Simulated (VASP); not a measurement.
Crystal: Sb.

```
Sb
1.0
    -1.57654    1.57654    2.71194
     1.57654   -1.57654    2.71194
     1.57654    1.57654   -2.71194
Sb
1
Direct
  0.00000 0.00000 0.00000
```

| Quantity | Value |
| --- | --- |
| Program | VASP 6.6.1 |
| Task | relaxation of cell and atoms |
| Functional | PBE |
| Dispersion | D3(BJ) |
| Potentials or basis | VASP PAW PBE potentials, release 64 (Sb) |
| Cutoff | 600 eV |
| k mesh | 12 × 12 × 12 |
| Occupations | fermi-dirac, width 0.05 eV |
| Spin | no spin polarisation |

At the start: pressure -1.4 GPa; volume 26.96 Å³/atom.

Problem. How do energy, volume and symmetry change on relaxing?

Solution. Over 9 steps the energy falls by 7.1 meV/atom and the volume is 26.24 Å³/atom (-2.7 %); space group I4/mmm (No. 139, to 0.1 Å) before and after.

Step by step:
```csv
step,energy change (eV),largest force (eV/Å),pressure (GPa),volume (Å³)
1,0.0000,0.0000,-1.41,26.96
2,-0.0026,0.0000,0.80,26.05
3,-0.0031,0.0000,0.13,26.31
4,-0.0042,0.0000,0.15,26.27
5,-0.0067,0.0000,0.34,26.13
6,0.0012,0.0000,0.93,25.81
7,-0.0069,0.0000,0.40,26.09
8,-0.0066,0.0000,-0.62,26.48
9,-0.0071,0.0000,0.00,26.24
```

Final structure:
```cif
data_structure
_symmetry_space_group_name_H-M 'P 1'
_symmetry_Int_Tables_number 1
_cell_length_a 3.4356
_cell_length_b 3.4356
_cell_length_c 3.4356
_cell_angle_alpha 124.919
_cell_angle_beta 124.919
_cell_angle_gamma 81.672
_cell_volume 26.24
loop_
_atom_site_label
_atom_site_type_symbol
_atom_site_fract_x
_atom_site_fract_y
_atom_site_fract_z
_atom_site_occupancy
Sb1 Sb 0.00000 0.00000 0.00000 1
```
